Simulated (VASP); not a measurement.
# Ga11As12 (a cell with a defect) in VASP: single point with PBE

Aim: the single point of Ga11As12 (a cell with a defect) with PBE.

Everything below comes from runs of VASP 6.6.1. Logs are shortened: lines on timing, memory, paths and dates and some standing lists are left out, and cuts for length are marked.

## (1) The cell of the first run

The cell holds a defect, 23 atoms: a = 12.186 Å, b = 8.124 Å, c = 8.124 Å, α = 60.00°, β = 60.00°, γ = 60.00°.

## (2) Single point, PBE (atoms taken out)

File INCAR:

```
SYSTEM = Ga11As12
  PREC = Accurate
  ENCUT = 520
  EDIFF = 1E-7
  ISMEAR = 0
  SIGMA = 0.05
  LREAL = Auto
  LASPH = .TRUE.
  NELM = 60
  ALGO = Normal
  ISIF = 2
  LWAVE = .FALSE.
  LCHARG = .FALSE.
  GGA = PE
  NBANDS = 118
```

File KPOINTS:

```
Automatic mesh
0
G
  2 2 2
  0 0 0
```

File POSCAR:

```
Ga11As12
1.0
    0.0000000000      8.6166988155      8.6166988155
    5.7444658770      0.0000000000      5.7444658770
    5.7444658770      5.7444658770      0.0000000000
As Ga
12 11
Direct
    0.2479414154      0.3779549825      0.3753361141
    0.2515990226      0.3854093744      0.8727213474
    0.2218941431      0.8976140011      0.3732613346
    0.2658939983      0.8845040790      0.8700828949
    0.5778843623      0.3786634905      0.3749928272
    0.5868514275      0.3744135740      0.8775729734
    0.5677340713      0.8626881256      0.3906604283
    0.5994383824      0.8774044633      0.8684971078
    0.9272549350      0.2977268099      0.4018585103
    0.9210809928      0.4108873741      0.8666315732
    0.8950443395      0.8421229412      0.3167679187
    0.9133818726      0.8704782319      0.9802254240
    0.0265413710      0.0476784101      0.0220464361
   -0.0013856815      0.5027181050      0.0362366153
   -0.0018122370      0.4684781070      0.4946398083
    0.3491617340      0.0056611878      0.0031718354
    0.3190204925      0.0010356925      0.4952158409
    0.3357864841      0.5072391520     -0.0008176565
    0.3243907046      0.5229354764      0.4939179831
    0.6713553095     -0.0026482010      0.0183687226
    0.6519381285      0.0039296082      0.4951959957
    0.6716344187      0.5004729006     -0.0003773197
    0.6773704321      0.4826316422      0.4987938063
```

Potentials or basis: VASP PAW PBE potentials, release 64 (As, Ga_d).

On the command line:

```bash
cat potpaw_PBE.64/As/POTCAR potpaw_PBE.64/Ga_d/POTCAR > POTCAR
mpirun -np 1 vasp_std > vasp.out
```

OUTCAR:

```text
SYSTEM = Ga11As12
   PREC = Accurate
   ENCUT = 520
   EDIFF = 1E-7
   ISMEAR = 0
   LREAL = Auto
   LASPH = .TRUE.
   NELM = 60
   ISIF = 2
   GGA = PE

 ion  position               nearest neighbor table
   1  0.248  0.378  0.375-  18 2.50  15 2.50  17 2.51  19 2.51
   2  0.252  0.385  0.873-  18 2.48  19 2.52  16 2.53  14 2.53
   3  0.222  0.898  0.373-  17 2.47  19 2.49  16 2.50
   4  0.266  0.885  0.870-  13 2.44  18 2.51  16 2.52  17 2.52
   5  0.578  0.379  0.375-  21 2.49  22 2.49  23 2.51  19 2.53
   6  0.587  0.374  0.878-  22 2.49  18 2.50  20 2.50  23 2.52
   7  0.568  0.863  0.391-  21 2.47  17 2.48  20 2.49  23 2.53
   8  0.599  0.877  0.868-  16 2.49  21 2.50  22 2.50  20 2.51
   9  0.927  0.298  0.402-  15 2.48  14 2.50  23 2.52
  10  0.921  0.411  0.867-  13 2.46  22 2.50  14 2.53  15 2.53
  11  0.895  0.842  0.317-  13 2.44  21 2.51  12 2.53  15 2.55
  12  0.913  0.870  0.980-  14 2.49  20 2.49  11 2.53  13 2.65
  13  0.027  0.048  0.022-  11 2.44   4 2.44  10 2.46  12 2.65
  14  0.999  0.503  0.036-  12 2.49   9 2.50  10 2.53   2 2.53
  15  0.998  0.468  0.495-   9 2.48   1 2.50  10 2.53  11 2.55
  16  0.349  0.006  0.003-   8 2.49   3 2.50   4 2.52   2 2.53
  17  0.319  0.001  0.495-   3 2.47   7 2.48   1 2.51   4 2.52
  18  0.336  0.507  0.999-   2 2.48   1 2.50   6 2.50   4 2.51
  19  0.324  0.523  0.494-   3 2.49   1 2.51   2 2.52   5 2.53
  20  0.671  0.997  0.018-   7 2.49  12 2.49   6 2.50   8 2.51
  21  0.652  0.004  0.495-   7 2.47   5 2.49   8 2.50  11 2.51
  22  0.672  0.500  1.000-   6 2.49   5 2.49  10 2.50   8 2.50
  23  0.677  0.483  0.499-   5 2.51   6 2.52   9 2.52   7 2.53

  LATTYP: Found a face centered orthorhombic cell.
 ALAT       =     8.1239015518
 B/A-ratio  =     1.7320508076
 C/A-ratio  =     2.4494897428

  Lattice vectors:

 A1 = (   0.0000000000,   8.6166988155,   8.6166988155)
 A2 = (  -5.7444658770,   2.8722329385,   8.6166988155)
 A3 = (   5.7444658770,   0.0000000000,   5.7444658770)

Analysis of symmetry for initial positions (statically):
=====================================================================
 Subroutine PRICEL returns:
 Original cell was already a primitive cell.

 Routine SETGRP: Setting up the symmetry group for a
 face centered orthorhombic supercell.

 Subroutine GETGRP returns: Found  1 space group operations
 (whereof  1 operations were pure point group operations)
 out of a pool of  8 trial point group operations.

The static configuration has the point symmetry C_1 .

Analysis of symmetry for dynamics (positions and initial velocities):
=====================================================================
 Subroutine PRICEL returns:
 Original cell was already a primitive cell.

 Routine SETGRP: Setting up the symmetry group for a
 face centered orthorhombic supercell.

 Subroutine GETGRP returns: Found  1 space group operations
 (whereof  1 operations were pure point group operations)
 out of a pool of  8 trial point group operations.

The dynamic configuration has the point symmetry C_1 .

 Subroutine INISYM returns: Found  1 space group operations
 (whereof  1 operations are pure point group operations),
 and found     1 'primitive' translations

----------------------------------------------------------------------------------------

                                     Primitive cell

  volume of cell :     568.6830

  direct lattice vectors                    reciprocal lattice vectors
     0.000000000  8.616698815  8.616698815    -0.058026863  0.058026863  0.058026863
     5.744465877  0.000000000  5.744465877     0.087040294 -0.087040294  0.087040294
     5.744465877  5.744465877  0.000000000     0.087040294  0.087040294 -0.087040294

  length of vectors
    12.185852328  8.123901552  8.123901552     0.100505475  0.150758212  0.150758212

  position of ions in fractional coordinates (direct lattice)
     0.247941415  0.377954983  0.375336114
     0.251599023  0.385409374  0.872721347
     0.221894143  0.897614001  0.373261335
     0.265893998  0.884504079  0.870082895
     0.577884362  0.378663491  0.374992827
     0.586851428  0.374413574  0.877572973
[... 15 lines left out ...]
     0.671634419  0.500472901  0.999622680
     0.677370432  0.482631642  0.498793806

  ion indices of the primitive-cell ions
   primitive index   ion index
                 1           1
                 2           2
                 3           3
                 4           4
                 5           5
                 6           6
[... 15 lines left out ...]
                22          22
                23          23

----------------------------------------------------------------------------------------

 KPOINTS: Automatic mesh

Automatic generation of k-mesh.
 Grid dimensions read from file:
 generate k-points for:    2    2    2

 Generating k-lattice:

  Cartesian coordinates                     Fractional coordinates (reciprocal lattice)
    -0.029013431  0.029013431  0.029013431     0.500000000  0.000000000  0.000000000
     0.043520147 -0.043520147  0.043520147     0.000000000  0.500000000  0.000000000
     0.043520147  0.043520147 -0.043520147     0.000000000  0.000000000  0.500000000

  Length of vectors
     0.050252737  0.075379106  0.075379106

  Shift w.r.t. Gamma in fractional coordinates (k-lattice)
     0.000000000  0.000000000  0.000000000

 Subroutine IBZKPT returns following result:
 ===========================================

 Found      8 irreducible k-points:

 Following reciprocal coordinates:
            Coordinates               Weight
  0.000000  0.000000  0.000000      1.000000
  0.500000  0.000000  0.000000      1.000000
  0.000000  0.500000  0.000000      1.000000
  0.000000  0.000000  0.500000      1.000000
  0.500000  0.000000  0.500000      1.000000
  0.500000  0.500000  0.000000      1.000000
  0.000000  0.500000  0.500000      1.000000
  0.500000  0.500000  0.500000      1.000000
   k-points           NKPTS =      8   k-points in BZ     NKDIM =      8   number of bands    NBANDS=    118
   number of dos      NEDOS =    301   number of ions     NIONS =     23
   total plane-waves  NPLWV = 345600
   dimension x,y,z NGX =    96 NGY =   60 NGZ =   60
   dimension x,y,z NGXF=   192 NGYF=  120 NGZF=  120
   ions per type =              12  11
   NGX,Y,Z   is equivalent  to a cutoff of  13.10, 12.28, 12.28 a.u.
   NGXF,Y,Z  is equivalent  to a cutoff of  26.19, 24.56, 24.56 a.u.
 SYSTEM =  Ga11As12
   PREC   = accura    normal or accurate (medium, high low for compatibility)
   ISTART =      0    job   : 0-new  1-cont  2-samecut
   ICHARG =      2    charge: 1-file 2-atom 10-const
   ISPIN  =      1    spin polarized calculation?
   LNONCOLLINEAR =      F non collinear calculations
   LSORBIT =      F    spin-orbit coupling
   LASPH  =      T    aspherical Exc in radial PAW
   ENCUT  =  520.0 eV  38.22 Ry    6.18 a.u.  22.66 15.11 15.11*2*pi/ulx,y,z
   NELM   =     60;   NELMIN=  2; NELMDL= -5     # of ELM steps
   EDIFF  = 0.1E-06   stopping-criterion for ELM
   LREAL  =      T    real-space projection
   EDIFFG = 0.1E-05   stopping-criterion for IOM
   NSW    =      0    number of steps for IOM
   IBRION =     -1    ionic relax: 0-MD 1-quasi-New 2-CG
   NFREE  =      0    steps in history (QN), initial steepest desc. (CG)
   ISIF   =      2    stress and relaxation
   ISYM   =      2    0-nonsym 1-usesym 2-fastsym
   POTIM  = 0.5000    time-step for ionic-motion
   TEBEG  =    0.0;   TEEND  =   0.0 temperature during run
   PSTRESS=    0.0 pullay stress
   NELECT =     203.0000    total number of electrons
   NUPDOWN=      -1.0000    fix difference up-down
   EMIN   =  10.00;   EMAX   =-10.00  energy-range for DOS
   EFERMI =   0.00;   METHOD = LEGACY
   ISMEAR =     0;   SIGMA  =   0.05  broadening in eV -4-tet -1-fermi 0-gaus
   EFERMI_NEDOS =   21; number of points for ismear=-14 and -15
   IALGO  =     38    algorithm
   IMIX   =      4    mixing-type and parameters
     AMIX     =   0.40;   BMIX     =  1.00
     AMIX_MAG =   1.60;   BMIX_MAG =  1.00
  volume/ion in A,a.u.               =      24.73       166.85
  Fermi-wavevector in a.u.,A,eV,Ry     =   1.161315  2.194567 18.349537  1.348653
  Thomas-Fermi vector in A             =   2.297888
   LORBIT       =      0    0 simple, 1 ext, 2 COOP (PROOUT), +10 PAW based schemes
   GGA     = PE    functional components
   LHFCALC =     F    Hartree Fock is set to
   AEXX    =    0.0000 exact exchange contribution
   IVDW    =     0    specifies the selected vdW correction
   LEPSILON=     F    determine dielectric tensor
   LRPA    =     F    only Hartree local field effects (RPA)
 non-spin polarized calculation
 Gauss-broadening in eV      SIGMA  =   0.05
  energy-cutoff  :      520.00
  volume of cell :      568.68
 maximum number of plane-waves:     15324
 NGX is ok and might be reduce to    96
   NGX = 45   NGY = 31   NGZ = 31

 number of electron     203.0000007 magnetization

 Free energy of the ion-electron system (eV)
  ---------------------------------------------------
  ext. energy  EPLUGINS =         0.00000000
  ---------------------------------------------------
  free energy    TOTEN  =       -92.78846312 eV

  energy without entropy =      -92.78085862  energy(sigma->0) =      -92.78466087

 E-fermi :   2.9338     XC(G=0):  -9.1639

 val. band max:        2.9209107920   @ k =   0.5000   0.0000   0.0000
 cond. band min:       2.9435353382   @ k =   0.0000   0.0000   0.0000
 fundamental gap:      0.0226245462
 Fermi energy:         2.9337552978

 k-point     1 :       0.0000    0.0000    0.0000
  band No.  band energies     occupation
      1     -11.7841      2.00000
      2     -11.7681      2.00000
      3     -11.7322      2.00000
      4     -11.7109      2.00000
      5     -11.7048      2.00000
      6     -11.6999      2.00000
[... 105 lines left out ...]
    112       5.4372      0.00000
    113       5.5473      0.00000

 k-point     2 :       0.5000    0.0000    0.0000
  band No.  band energies     occupation
      1     -11.7841      2.00000
      2     -11.7682      2.00000
      3     -11.7320      2.00000
      4     -11.7109      2.00000
      5     -11.7041      2.00000
      6     -11.7024      2.00000
[... 105 lines left out ...]
    112       5.2562      0.00000
    113       5.3830      0.00000

 k-point     3 :       0.0000    0.5000    0.0000
  band No.  band energies     occupation
      1     -11.7836      2.00000
      2     -11.7672      2.00000
      3     -11.7310      2.00000
      4     -11.7042      2.00000
      5     -11.7018      2.00000
      6     -11.6957      2.00000
[... 105 lines left out ...]
    112       6.0693      0.00000
    113       6.2156      0.00000

 k-point     4 :       0.0000    0.0000    0.5000
  band No.  band energies     occupation
      1     -11.7840      2.00000
      2     -11.7683      2.00000
      3     -11.7311      2.00000
      4     -11.7039      2.00000
      5     -11.7010      2.00000
      6     -11.6962      2.00000
[... 105 lines left out ...]
    112       6.0176      0.00000
    113       6.2390      0.00000

 k-point     5 :       0.5000    0.0000    0.5000
  band No.  band energies     occupation
      1     -11.7841      2.00000
      2     -11.7682      2.00000
      3     -11.7312      2.00000
      4     -11.7045      2.00000
      5     -11.7007      2.00000
      6     -11.6946      2.00000
[... 105 lines left out ...]
    112       6.0242      0.00000
    113       6.1891      0.00000

 k-point     6 :       0.5000    0.5000    0.0000
  band No.  band energies     occupation
      1     -11.7836      2.00000
      2     -11.7672      2.00000
      3     -11.7309      2.00000
      4     -11.7042      2.00000
      5     -11.7011      2.00000
      6     -11.6968      2.00000
[... 105 lines left out ...]
    112       6.0330      0.00000
    113       6.2310      0.00000

 k-point     7 :       0.0000    0.5000    0.5000
  band No.  band energies     occupation
      1     -11.7833      2.00000
      2     -11.7673      2.00000
      3     -11.7306      2.00000
      4     -11.7074      2.00000
      5     -11.7016      2.00000
      6     -11.6981      2.00000
[... 105 lines left out ...]
    112       5.8446      0.00000
    113       5.8728      0.00000

 k-point     8 :       0.5000    0.5000    0.5000
  band No.  band energies     occupation
      1     -11.7834      2.00000
      2     -11.7671      2.00000
      3     -11.7306      2.00000
      4     -11.7076      2.00000
      5     -11.7020      2.00000
      6     -11.6963      2.00000
[... 105 lines left out ...]
    112       6.1612      0.00000
    113       6.4805      0.00000
 [bands above 113 left out]

------------------------ aborting loop because EDIFF is reached ----------------------------------------

  FORCE on cell =-STRESS in cart. coord.  units (eV):
  Direction    XX          YY          ZZ          XY          YZ          ZX
  --------------------------------------------------------------------------------------
  -------------------------------------------------------------------------------------
  Total       -2.2366955     -3.2054851      1.2196536      0.0002132      0.6785466      0.4460716
  in kB       -6.3015478     -9.0309645      3.4361875      0.0006007      1.9117013      1.2567386
  external PRESSURE =      -3.9654416 kB  Pullay stress =       0.0000000 kB

 VOLUME and BASIS-vectors are now :
 -----------------------------------------------------------------------------
  energy-cutoff  :      520.00
  volume of cell :      568.68
      direct lattice vectors                 reciprocal lattice vectors
     0.000000000  8.616698815  8.616698815    -0.058026863  0.058026863  0.058026863
     5.744465877  0.000000000  5.744465877     0.087040294 -0.087040294  0.087040294
     5.744465877  5.744465877  0.000000000     0.087040294  0.087040294 -0.087040294

 POSITION                                       TOTAL-FORCE (eV/Angst)
 -----------------------------------------------------------------------------------
      4.32725      4.29254      4.30759         0.016561      0.023139      0.007143
      7.22729      7.18127      4.38192         0.005389      0.012200     -0.008833
      7.30050      4.05618      7.06831         0.062914     -0.002217     -0.029329
     10.07916      7.28929      7.37213        -0.036305      0.023414      0.011241
      4.32935      7.13359      7.15468         0.023785      0.019951      0.015776
      7.19199     10.09791      7.20753        -0.006567      0.001093     -0.004056
[... 15 lines left out ...]
      8.61725     11.52957      8.66222         0.021818      0.001276     -0.003923
      5.63776      8.70200      8.60916         0.020485      0.025017      0.023850
 -----------------------------------------------------------------------------------
    total drift:                               -0.018920     -0.006363     -0.011726

  FREE ENERGIE OF THE ION-ELECTRON SYSTEM (eV)
  ---------------------------------------------------
  free  energy   TOTEN  =       -92.7884631157 eV

  energy  without entropy=      -92.7808586185  energy(sigma->0) =      -92.78466087
```

It took 13 min on 1 thread of Intel Xeon 6975P-C (Granite Rapids), shared host; peak memory 0.86 GiB.

What came out:

* Free energy: -92.7885 eV
* Pressure: -0.4 GPa
* Largest force: 0.377 eV/Å
* Band gap on the k mesh: zero (an odd number of electrons rules out a gap without spin polarisation)

Forces in eV/Å, atoms in the order of the input:
```
As   0.017  0.023  0.007
As   0.005  0.012 -0.009
As   0.063 -0.002 -0.029
As  -0.036  0.023  0.011
As   0.024  0.020  0.016
As  -0.007  0.001 -0.004
As  -0.001  0.018  0.025
As   0.025 -0.005 -0.024
As   0.020  0.054 -0.009
As   0.021 -0.027  0.016
As   0.098  0.083  0.037
As  -0.089 -0.072 -0.024
Ga  -0.250 -0.278 -0.050
Ga  -0.018  0.039 -0.021
Ga   0.024  0.012  0.038
Ga   0.038  0.013 -0.040
Ga  -0.013  0.015  0.023
Ga   0.001  0.017 -0.011
Ga   0.018  0.020  0.016
Ga  -0.005 -0.019 -0.007
Ga   0.022  0.027  0.019
Ga   0.022  0.001 -0.004
Ga   0.020  0.025  0.024
```

Caveat: the k points lie up to 0.47 Å⁻¹ apart, too coarse for converged energies and pressures of a metal; the cell differs from its parent crystal (atoms taken out); an odd number of electrons without spin polarisation forces a metal; a magnetic or distorted state may lie lower.

The gap in the log of VASP goes by the Fermi energy; the results here count the filled bands.